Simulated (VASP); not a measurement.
NbC2:

```
Nb C
1.0
     3.34991    0.00000    0.00000
     0.00000    3.34991    0.00000
     0.00000    0.00000    5.11131
Nb C
2 4
Direct
  0.00000 0.50000 0.70000
  0.50000 0.00000 0.30000
  0.00000 0.00000 0.00000
  0.50000 0.50000 0.00000
  0.00000 0.50000 0.27000
  0.50000 0.00000 0.73000
```

| Quantity | Value |
| --- | --- |
| Program | VASP 6.6.1 |
| Task | relaxation of cell and atoms |
| Functional | PBE |
| Potentials or basis | VASP PAW PBE potentials, release 64 (Nb_sv, C) |
| Cutoff | 600 eV |
| k mesh | 6 × 6 × 4 |
| Occupations | gaussian, width 0.1 eV |
| Spin | no spin polarisation |

At the start: pressure 3.1 GPa; volume 9.56 Å³/atom.

Problem. Where does the relaxation end?

Solution. Over 16 steps the energy falls by 827.9 meV/atom and the volume is 9.64 Å³/atom (+0.9 %); space group P4/nmm (No. 129, to 0.1 Å) before and after.

Step by step:
```tsv
step	energy change (eV)	largest force (eV/Å)	pressure (GPa)	volume (Å³)
1	0.0000	3.0834	3.15	57.36
2	-1.9502	2.3168	-3.70	58.66
3	-2.5936	2.2143	-4.65	59.13
4	-3.4373	3.8589	-4.21	59.69
5	-3.5460	3.9265	-2.02	59.77
6	-4.5797	1.8699	-8.51	59.89
7	-4.5912	1.5752	-9.05	59.89
8	-4.8210	0.4066	15.60	55.10
9	-4.8953	0.6444	6.24	56.54
10	-4.9271	0.7572	-2.33	58.39
11	-4.9529	0.4030	0.80	57.65
12	-4.9634	0.1750	-1.24	58.08
13	-4.9635	0.1524	-1.48	58.13
14	-4.9665	0.0188	1.09	57.66
15	-4.9670	0.0249	0.42	57.79
16	-4.9676	0.0139	0.03	57.87
```

Final structure:
```
CELL_PARAMETERS angstrom
2.97704 0.00000 0.00000
0.00000 2.97704 0.00000
0.00000 0.00000 6.52950
ATOMIC_POSITIONS crystal
Nb 0.00000 0.50000 0.73137
Nb 0.50000 0.00000 0.26863
C 0.00000 0.00000 0.00000
C 0.50000 0.50000 0.00000
C 0.00000 0.50000 0.37172
C 0.50000 0.00000 0.62828
```

Caveat: a cell axis changed by over 15 % at a fixed basis, so the end point is rough.
